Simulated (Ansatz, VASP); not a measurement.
## SiO2 in VASP and in Ansatz

```
CELL_PARAMETERS angstrom
-1.72741 1.72741 4.17303
1.72741 -1.72741 4.17303
1.72741 1.72741 -4.17303
ATOMIC_POSITIONS crystal
Si 0.75000 0.25000 0.50000
Si 0.00000 0.00000 0.00000
O 0.54217 0.04217 0.50000
O 0.79217 0.79217 0.00000
O 0.20783 0.20783 0.00000
O 0.95783 0.45783 0.50000
```

Alike in both runs: task single point; functional PBE; k mesh 8 × 8 × 8; no spin polarisation.

```csv
,VASP,Ansatz
version,VASP 6.6.1,Ansatz 0.2.0
potentials or method,"VASP PAW PBE potentials, release 64 (Si, O)","plane waves, PAW"
plane-wave cutoff (eV),520,420
occupations,"gaussian, width 0.01 eV",fixed
valence electrons in the cell,32,32
```

VASP gave:

* gap on the k mesh at the Fermi level (eV): 6.87
* pressure (GPa): 19.1
* traceless stress, the component that is largest in VASP (GPa): 3.08
* rms of the force components (eV/Å): 0.299

Problem. Which values does Ansatz return?

Solution. gap on the k mesh at the Fermi level (eV): 6.88; pressure (GPa): 18.9; traceless stress, the component that is largest in VASP (GPa): 2.59; rms of the force components (eV/Å): 0.296.

Atom by atom the forces differ by 0.003 eV/Å (rms over components).
